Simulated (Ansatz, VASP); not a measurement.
# One calculation of Ge, two programs

```
Ge
1.0
    -0.02101    2.84524    2.86624
     2.84524   -0.02101    2.86624
     2.82423    2.82423    0.00000
Ge
2
Direct
  0.99899 0.99899 0.00101
  0.25101 0.25101 0.24899
```

Change from the starting cell: strained cell.

Alike in both runs: functional PBEsol; k mesh 10 × 10 × 10; occupations gaussian, width 0.1 eV; no spin polarisation.

Ansatz relaxed the structure, and its values are those at the end. VASP's run is a single point on that final structure, the one shown.

```csv
,VASP,Ansatz
version,VASP 6.6.1,Ansatz 0.2.0
potentials or method,"VASP PAW PBE potentials, release 64 (Ge_d), cutoff 500 eV","scalar-relativistic, plane waves, PAW"
valence electrons in the cell,28,28
```

VASP gave:

* gap on the k mesh at the Fermi level (eV): 0.01
* least direct gap on the mesh (eV): 0.12
* pressure (GPa): -1.4

Problem. Which values does Ansatz return?

Solution. gap on the k mesh at the Fermi level (eV): 0.01; least direct gap on the mesh (eV): 0.12; pressure (GPa): -1.0.

VASP's potentials were made for PBE, not for PBEsol. Ansatz's warnings: stress scf threshold loose.
